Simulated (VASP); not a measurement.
# Co (P6_3/mmc) in VASP: notebook

Runs on Co. Level: BLYP. Tasks: single point, relaxation of cell and atoms.

Program: VASP 6.6.1. These are calculated values, not measurements. Logs are shortened: lines on timing, memory, paths and dates and some standing lists are left out, and cuts for length are marked.

**1. The cell of the first run**

It takes space group P6_3/mmc (No. 194, hexagonal). The conventional cell has a = 2.496 Å, b = 2.496 Å, c = 4.016 Å, α = 90.00°, β = 90.00°, γ = 120.00°. Co (site symmetry -6m2) has 12 Co at 2.47 to 2.50 Å within 3.3 Å.

**2. Single point, BLYP**

File INCAR:

```
  PREC = Accurate
  ENCUT = 520
  EDIFF = 1E-6
  ISMEAR = -1
  SIGMA = 0.1
  LREAL = F
  LASPH = T
  NELM = 100
  ALGO = Normal
  ISIF = 2
  LWAVE = F
  LCHARG = T
  GGA = B5
  ALDAX = 1.0
  AGGAX = 1.0
  AGGAC = 1.0
  ALDAC = 0.0
  LELF = T
  LVHAR = T
  NBANDS = 16
```

File KPOINTS:

```
regular mesh
0
Gamma
  14 14 8
```

File POSCAR:

```
Co
1.0
    2.4961330169      0.0000000000      0.0000000000
   -1.2480665084      2.1617146039      0.0000000000
    0.0000000000      0.0000000000      4.0155290719
Co
2
Direct
    0.3333333333      0.6666666667      0.2500000000
    0.6666666667      0.3333333333      0.7500000000
```

Potentials or basis: VASP PAW PBE potentials, release 64 (Co).

On the command line:

```bash
> cat potpaw_PBE.64/Co/POTCAR > POTCAR
> mpirun -np 1 vasp_std > vasp.out
```

OUTCAR:

```text
PREC = Accurate
   ENCUT = 520
   EDIFF = 1E-6
   ISMEAR = -1
   LREAL = F
   LASPH = T
   NELM = 100
   ISIF = 2
   GGA = B5

 ion  position               nearest neighbor table
   1  0.333  0.667  0.250-   2 2.47   2 2.47   2 2.47   2 2.47   2 2.47   2 2.47
   2  0.667  0.333  0.750-   1 2.47   1 2.47   1 2.47   1 2.47   1 2.47   1 2.47

  LATTYP: Found a hexagonal cell.
 ALAT       =     2.4961330169
 C/A-ratio  =     1.6086999550

  Lattice vectors:

 A1 = (   2.4961330169,   0.0000000000,   0.0000000000)
 A2 = (  -1.2480665084,   2.1617146039,   0.0000000000)
 A3 = (   0.0000000000,   0.0000000000,   4.0155290719)

Analysis of symmetry for initial positions (statically):
=====================================================================
 Subroutine PRICEL returns:
 Original cell was already a primitive cell.

 Routine SETGRP: Setting up the symmetry group for a
 hexagonal supercell.

 Subroutine GETGRP returns: Found 24 space group operations
 (whereof 12 operations were pure point group operations)
 out of a pool of 24 trial point group operations.

The static configuration has the point symmetry D_3d.
 The point group associated with its full space group is D_6h.

Analysis of symmetry for dynamics (positions and initial velocities):
=====================================================================
 Subroutine PRICEL returns:
 Original cell was already a primitive cell.

 Routine SETGRP: Setting up the symmetry group for a
 hexagonal supercell.

 Subroutine GETGRP returns: Found 24 space group operations
 (whereof 12 operations were pure point group operations)
 out of a pool of 24 trial point group operations.

The dynamic configuration has the point symmetry D_3d.
 The point group associated with its full space group is D_6h.

 Subroutine INISYM returns: Found 24 space group operations
 (whereof 12 operations are pure point group operations),
 and found     1 'primitive' translations

----------------------------------------------------------------------------------------

                                     Primitive cell

  volume of cell :      21.6675

  direct lattice vectors                    reciprocal lattice vectors
     2.496133017  0.000000000  0.000000000     0.400619676  0.231297878  0.000000000
    -1.248066508  2.161714604  0.000000000     0.000000000  0.462595755  0.000000000
     0.000000000  0.000000000  4.015529072     0.000000000  0.000000000  0.249033186

  length of vectors
     2.496133017  2.496133017  4.015529072     0.462595755  0.462595755  0.249033186

  position of ions in fractional coordinates (direct lattice)
     0.333333333  0.666666667  0.250000000
     0.666666667  0.333333333  0.750000000

  ion indices of the primitive-cell ions
   primitive index   ion index
                 1           1
                 2           2

----------------------------------------------------------------------------------------

 KPOINTS: regular mesh

Automatic generation of k-mesh.
 Grid dimensions read from file:
 generate k-points for:   14   14    8

 Generating k-lattice:

  Cartesian coordinates                     Fractional coordinates (reciprocal lattice)
     0.028615691  0.016521277  0.000000000     0.071428571  0.000000000  0.000000000
     0.000000000  0.033042554  0.000000000     0.000000000  0.071428571  0.000000000
     0.000000000  0.000000000  0.031129148     0.000000000  0.000000000  0.125000000

  Length of vectors
     0.033042554  0.033042554  0.031129148

  Shift w.r.t. Gamma in fractional coordinates (k-lattice)
     0.000000000  0.000000000  0.000000000

 Subroutine IBZKPT returns following result:
 ===========================================

 Found    120 irreducible k-points:

 Following reciprocal coordinates:
            Coordinates               Weight
  0.000000  0.000000  0.000000      1.000000
  0.071429  0.000000  0.000000      6.000000
  0.142857  0.000000  0.000000      6.000000
  0.214286  0.000000  0.000000      6.000000
  0.285714  0.000000  0.000000      6.000000
  0.357143  0.000000  0.000000      6.000000
[... 16 lines left out ...]
  0.285714  0.285714  0.000000      6.000000
  0.357143  0.285714  0.000000      6.000000
 [... further k-points ...]
   k-points           NKPTS =    120   k-points in BZ     NKDIM =    120   number of bands    NBANDS=     16
   number of dos      NEDOS =    301   number of ions     NIONS =      2
   total plane-waves  NPLWV =  12000
   dimension x,y,z NGX =    20 NGY =   20 NGZ =   30
   dimension x,y,z NGXF=    40 NGYF=   40 NGZF=   60
   ions per type =               2
   NGX,Y,Z   is equivalent  to a cutoff of  13.32, 13.32, 12.42 a.u.
   NGXF,Y,Z  is equivalent  to a cutoff of  26.64, 26.64, 24.84 a.u.
 SYSTEM =  unknown system
   PREC   = accura    normal or accurate (medium, high low for compatibility)
   ISTART =      0    job   : 0-new  1-cont  2-samecut
   ICHARG =      2    charge: 1-file 2-atom 10-const
   ISPIN  =      1    spin polarized calculation?
   LNONCOLLINEAR =      F non collinear calculations
   LSORBIT =      F    spin-orbit coupling
   LASPH  =      T    aspherical Exc in radial PAW
   ENCUT  =  520.0 eV  38.22 Ry    6.18 a.u.   4.64  4.64  7.47*2*pi/ulx,y,z
   NELM   =    100;   NELMIN=  2; NELMDL= -5     # of ELM steps
   EDIFF  = 0.1E-05   stopping-criterion for ELM
   LREAL  =      F    real-space projection
   EDIFFG = 0.1E-04   stopping-criterion for IOM
   NSW    =      0    number of steps for IOM
   IBRION =     -1    ionic relax: 0-MD 1-quasi-New 2-CG
   NFREE  =      0    steps in history (QN), initial steepest desc. (CG)
   ISIF   =      2    stress and relaxation
   ISYM   =      2    0-nonsym 1-usesym 2-fastsym
   POTIM  = 0.5000    time-step for ionic-motion
   TEBEG  =    0.0;   TEEND  =   0.0 temperature during run
   PSTRESS=    0.0 pullay stress
   NELECT =      18.0000    total number of electrons
   NUPDOWN=      -1.0000    fix difference up-down
   EMIN   =  10.00;   EMAX   =-10.00  energy-range for DOS
   EFERMI =   0.00;   METHOD = LEGACY
   ISMEAR =    -1;   SIGMA  =   0.10  broadening in eV -4-tet -1-fermi 0-gaus
   EFERMI_NEDOS =   21; number of points for ismear=-14 and -15
   IALGO  =     38    algorithm
   IMIX   =      4    mixing-type and parameters
     AMIX     =   0.40;   BMIX     =  1.00
     AMIX_MAG =   1.60;   BMIX_MAG =  1.00
  volume/ion in A,a.u.               =      10.83        73.11
  Fermi-wavevector in a.u.,A,eV,Ry     =   1.538967  2.908226 32.224313  2.368420
  Thomas-Fermi vector in A             =   2.645261
   LORBIT       =      0    0 simple, 1 ext, 2 COOP (PROOUT), +10 PAW based schemes
   GGA     = B5    functional components
   LHFCALC =     F    Hartree Fock is set to
   AEXX    =    0.0000 exact exchange contribution
   IVDW    =     0    specifies the selected vdW correction
   LEPSILON=     F    determine dielectric tensor
   LRPA    =     F    only Hartree local field effects (RPA)
 non-spin polarized calculation
  energy-cutoff  :      520.00
  volume of cell :       21.67
 maximum number of plane-waves:       596
 NGX is ok and might be reduce to    20
   NGX =  9   NGY =  9   NGZ = 15

 number of electron      17.9999994 magnetization

 Free energy of the ion-electron system (eV)
  ---------------------------------------------------
  ext. energy  EPLUGINS =         0.00000000
  ---------------------------------------------------
  free energy    TOTEN  =       -11.76945895 eV

  energy without entropy =      -11.57826348  energy(sigma->0) =      -11.67386122

 E-fermi :  10.6594     XC(G=0): -12.8262

 val. band max:       10.6548064489   @ k =   0.2143   0.2143   0.3750
 cond. band min:      10.6614820199   @ k =   0.3571   0.2857   0.2500
 fundamental gap:      0.0066755709
 Fermi energy:        10.6593609230

 k-point     1 :       0.0000    0.0000    0.0000
  band No.  band energies     occupation
      1       2.0005      2.00000
      2       6.1004      2.00000
      3       8.8854      2.00000
      4       8.9003      2.00000
      5       8.9003      2.00000
      6       9.2391      2.00000
[... 8 lines left out ...]
     15      35.3352      0.00000
     16      35.3352      0.00000

 k-point     2 :       0.0714    0.0000    0.0000
  band No.  band energies     occupation
      1       2.1797      2.00000
      2       6.2138      2.00000
      3       8.6864      2.00000
      4       8.9876      2.00000
      5       9.0707      2.00000
      6       9.1969      2.00000
[... 8 lines left out ...]
     15      33.5441      0.00000
     16      33.6431      0.00000

 k-point     3 :       0.1429    0.0000    0.0000
  band No.  band energies     occupation
      1       2.7043      2.00000
      2       6.5148      2.00000
      3       8.4331      2.00000
      4       8.8301      2.00000
      5       9.0480      2.00000
      6       9.2385      2.00000
[... 8 lines left out ...]
     15      31.5578      0.00000
     16      32.7713      0.00000

 k-point     4 :       0.2143    0.0000    0.0000
  band No.  band energies     occupation
      1       3.5295      2.00000
      2       6.8609      2.00000
      3       8.1401      2.00000
      4       8.2002      2.00000
      5       8.9181      2.00000
      6       9.1885      2.00000
[... 8 lines left out ...]
     15      29.6647      0.00000
     16      31.9996      0.00000
[... 324 lines left out ...]
 k-point    22 :       0.3571    0.2143    0.0000
  band No.  band energies     occupation
      1       7.0269      2.00000
      2       7.0357      2.00000
      3       7.1677      2.00000
      4       7.9161      2.00000
      5       8.5331      2.00000
      6       8.8001      2.00000
[... 8 lines left out ...]
     15      22.2673      0.00000
     16      25.0320      0.00000

 k-point    23 :       0.2857    0.2857    0.0000
  band No.  band energies     occupation
      1       7.0719      2.00000
      2       7.1479      2.00000
      3       7.4471      2.00000
      4       7.5891      2.00000
      5       8.4934      2.00000
      6       8.7788      2.00000
[... 8 lines left out ...]
     15      22.3765      0.00000
     16      26.1127      0.00000

 k-point    24 :       0.3571    0.2857    0.0000
  band No.  band energies     occupation
      1       7.0608      2.00000
      2       7.2811      2.00000
      3       7.3754      2.00000
      4       7.7138      2.00000
      5       8.5395      2.00000
      6       8.6569      2.00000
[... 8 lines left out ...]
     15      23.3904      0.00000
     16      24.7364      0.00000

 [... further k-points ...]

------------------------ aborting loop because EDIFF is reached ----------------------------------------

  FORCE on cell =-STRESS in cart. coord.  units (eV):
  Direction    XX          YY          ZZ          XY          YZ          ZX
  --------------------------------------------------------------------------------------
  -------------------------------------------------------------------------------------
  Total       -0.0186564     -0.0186564     -0.0274016     -0.0000000     -0.0000000      0.0000000
  in kB       -1.3795220     -1.3795220     -2.0261750     -0.0000000     -0.0000000      0.0000000
  external PRESSURE =      -1.5950730 kB  Pullay stress =       0.0000000 kB

 VOLUME and BASIS-vectors are now :
 -----------------------------------------------------------------------------
  energy-cutoff  :      520.00
  volume of cell :       21.67
      direct lattice vectors                 reciprocal lattice vectors
     2.496133017  0.000000000  0.000000000     0.400619676  0.231297878  0.000000000
    -1.248066508  2.161714604  0.000000000     0.000000000  0.462595755  0.000000000
     0.000000000  0.000000000  4.015529072     0.000000000  0.000000000  0.249033186

 POSITION                                       TOTAL-FORCE (eV/Angst)
 -----------------------------------------------------------------------------------
     -0.00000      1.44114      1.00388         0.000000      0.000000      0.000000
      1.24807      0.72057      3.01165        -0.000000      0.000000      0.000000
 -----------------------------------------------------------------------------------
    total drift:                               -0.000000     -0.000000     -0.000000

  FREE ENERGIE OF THE ION-ELECTRON SYSTEM (eV)
  ---------------------------------------------------
  free  energy   TOTEN  =       -11.7694589536 eV

  energy  without entropy=      -11.5782634793  energy(sigma->0) =      -11.67386122
```

Wall time 62 s (1 thread of AMD EPYC 7R43 (Zen 3), shared host); peak memory 0.12 GiB.

Results:

```
Free energy            : -11.7695 eV
Pressure               : -0.2 GPa
Band gap on the k mesh : zero (band 9 reaches 11.01 eV, above the bottom of band 10 at 9.56 eV)
```

Caveat: the PAW data sets were made with another functional, which shifts forces and pressure a little; the run has no spin polarisation, though such a crystal can be magnetic.

**3. Relaxation of cell and atoms, BLYP**

This run uses another cell than the first one, of 11.07 Å³/atom, 1.022 times its volume.

File INCAR:

```
SYSTEM = Co
  PREC = Accurate
  ENCUT = 600
  EDIFF = 1E-6
  ISMEAR = -1
  SIGMA = 0.1
  LREAL = .False.
  LASPH = .True.
  NELM = 100
  ALGO = Normal
  ISIF = 3
  LWAVE = .False.
  LCHARG = .False.
  GGA = B5
  ALDAX = 1.0
  AGGAX = 1.0
  AGGAC = 1.0
  ALDAC = 0.0
  IBRION = 2
  NSW = 80
  EDIFFG = -0.01
```

File KPOINTS:

```
Automatic mesh
0
Gamma
  14 14 8
  0 0 0
```

File POSCAR:

```
Co
1.0
    2.5070990085      0.0000000000      0.0000000000
   -1.2535495042      2.1712114311      0.0000000000
    0.0000000000      0.0000000000      4.0686000000
Co
2
Direct
    0.3333333333      0.6666666667      0.2500000000
    0.6666666667      0.3333333333      0.7500000000
```

Potentials or basis: VASP PAW PBE potentials, release 64 (Co).

On the command line:

```bash
> cat potpaw_PBE.64/Co/POTCAR > POTCAR
> mpirun -np 1 vasp_std > vasp.out
```

Run time: 3.1 min. Hardware: 1 thread of AMD EPYC 7R43 (Zen 3), shared host; peak memory 0.14 GiB.

It converged, with:

```yaml
Free_energy: -11.7703 eV
Relaxed_volume: 10.82 Å³/atom
Relaxed_cell: a = 2.495 Å, b = 2.495 Å, c = 4.013 Å, α = 90.00°, β = 90.00°, γ = 120.00°
Space_group_after_relaxing_to_0.05_Å: P6_3/mmc (No. 194)
Energy_gained_by_relaxing: 4.3 meV/atom
Ionic_steps: 5
Pressure_after_relaxing: 0.0 GPa
Band_gap_on_the_k_mesh: zero (band 9 reaches 11.03 eV, above the bottom of band 10 at 9.57 eV)
```

Step by step:
```
step  energy change (eV)  largest force (eV/Å)  pressure (GPa)  volume (Å³)
   1              0.0000                0.0000           -4.73        22.15
   2              0.0005                0.0000            5.59        21.12
   3             -0.0082                0.0000            0.14        21.63
   4             -0.0085                0.0000           -0.02        21.64
   5             -0.0085                0.0000            0.00        21.64
```

Final structure:
```xyz
2
Lattice="2.4953 0.0000 0.0000 -1.2476 2.1610 0.0000 0.0000 0.0000 4.0134" Properties=species:S:1:pos:R:3 pbc="T T T"
Co    0.0000    1.4406    1.0034
Co    1.2476    0.7203    3.0101
```

Levels at points of the mesh, in eV from the Fermi level:
```csv
k point,band 6,band 7,band 8,band 9,band 10,band 11,band 12,band 13
"(0.00, 0.00, 0.00)",-1.42,-1.42,-1.08,-1.08,0.10,0.10,0.29,7.03
"(0.50, 0.00, 0.00)",-1.72,-1.36,0.23,0.35,0.40,1.99,3.90,10.15
"(0.00, 0.00, 0.50)",-1.84,-1.84,-1.84,-0.22,-0.22,-0.22,-0.22,15.62
"(0.50, 0.00, 0.50)",-0.94,-0.26,-0.26,0.33,0.33,2.04,2.04,7.82
```

Caveat: the PAW data sets were made with another functional, which shifts forces and pressure a little; the run has no spin polarisation, though such a crystal can be magnetic. Spin polarisation is off, so any magnetic state and its effect on volume and gap are missing.

**4. Single point, BLYP**

File INCAR:

```
  AGGAC = 1.0
  AGGAX = 1.0
  ALDAC = 0.0
  ALDAX = 1.0
  ALGO = Normal
  EDIFF = 1E-6
  ENCUT = 520
  GGA = B5
  ISIF = 2
  ISMEAR = -1
  LASPH = True
  LCHARG = False
  LREAL = False
  LWAVE = False
  NBANDS = 16
  NELM = 60
  PREC = Accurate
  SIGMA = 0.1
```

File KPOINTS:

```
k-points
0
Gamma
  24 24 13
```

File POSCAR:

```
Co
1.0
    2.4961330169      0.0000000000      0.0000000000
   -1.2480665084      2.1617146039      0.0000000000
    0.0000000000      0.0000000000      4.0155290719
Co
2
Direct
    0.3333333333      0.6666666667      0.2500000000
    0.6666666667      0.3333333333      0.7500000000
```

On the command line:

```bash
> cat potpaw_PBE.64/Co/POTCAR > POTCAR
> mpirun -np 1 vasp_std > vasp.out
```

It took 2.5 min on 1 thread of AMD EPYC 7R43 (Zen 3), shared host; peak memory 0.2 GiB.

It converged, with:

```yaml
Free_energy: -11.7699 eV
Pressure: -0.2 GPa
Band_gap_on_the_k_mesh: zero (band 9 reaches 11.01 eV, above the bottom of band 10 at 9.58 eV)
```

Levels at points of the mesh, in eV from the Fermi level:
| k point | band 6 | band 7 | band 8 | band 9 | band 10 | band 11 | band 12 | band 13 |
| --- | --- | --- | --- | --- | --- | --- | --- | --- |
| (0.00, 0.00, 0.00) | -1.42 | -1.42 | -1.08 | -1.08 | 0.10 | 0.10 | 0.29 | 7.02 |
| (0.50, 0.00, 0.00) | -1.72 | -1.36 | 0.23 | 0.35 | 0.40 | 1.99 | 3.89 | 10.14 |

Caveat: the PAW data sets were made with another functional, which shifts forces and pressure a little; the run has no spin polarisation, though such a crystal can be magnetic.

**5. The runs side by side**

| task | cell | k mesh | cutoff (eV) | gap on the mesh (eV) | pressure (GPa) |
| --- | --- | --- | --- | --- | --- |
| single point | a = 2.496, b = 2.496, c = 4.016 Å, angles 90.0, 90.0, 120.0°, 2 atoms | 14 × 14 × 8 | 520 | none | -0.2 |
| relaxation of cell and atoms | relaxed from a = 2.507, b = 2.507, c = 4.069 Å, angles 90.0, 90.0, 120.0°, 2 atoms | 14 × 14 × 8 | 600 | none | 0.0 |
| single point | a = 2.496, b = 2.496, c = 4.016 Å, angles 90.0, 90.0, 120.0°, 2 atoms | 24 × 24 × 13 | 520 | none | -0.2 |

Alike in all rows: level BLYP; potentials or basis VASP PAW PBE potentials, release 64 (Co); no spin polarisation; smearing fermi-dirac 0.1 eV.

Caveats: the PAW data sets were made with another functional, which shifts forces and pressure a little; the run has no spin polarisation, though such a crystal can be magnetic.

Absolute energies hang on the potentials; compare differences alone.
